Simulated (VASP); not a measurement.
NiO:

```
Ni O
1.0
     0.00000    2.10842   -2.10842
     0.00000    2.10842    2.10842
     4.21684    0.00000    0.00000
Ni O
2 2
Direct
  0.00000 0.00000 0.00000
  0.50000 0.50000 0.50000
  0.00000 0.00000 0.50000
  0.50000 0.50000 0.00000
```

Base run:

```yaml
Program: VASP 6.6.1
Functional: PBE
Potentials_or_basis: VASP PAW PBE potentials, release 64 (Ni, O)
Cutoff: 520 eV
k_mesh: 10 × 10 × 6
Occupations: gaussian, width 0.05 eV
Spin: collinear spin, ferromagnetic start
Starting_moments: "[2.0, 2.0, 0.0, 0.0] μB"
```

Its results: pressure -0.4 GPa; net moment 3.58 μB per cell; site moments Ni +1.47; O +0.28 μB.

**Question.** The run is repeated on the same cell with these changes: spin from collinear spin, ferromagnetic start to collinear spin, antiferromagnetic start; moments at the start from [2.0, 2.0, 0.0, 0.0] to [2.0, -2.0, 0.0, 0.0]. What comes out?

**Answer.** Pressure -0.8 GPa; net moment 0.00 μB per cell; site moments Ni +1.43, -1.43; O -0.08, +0.08 μB.
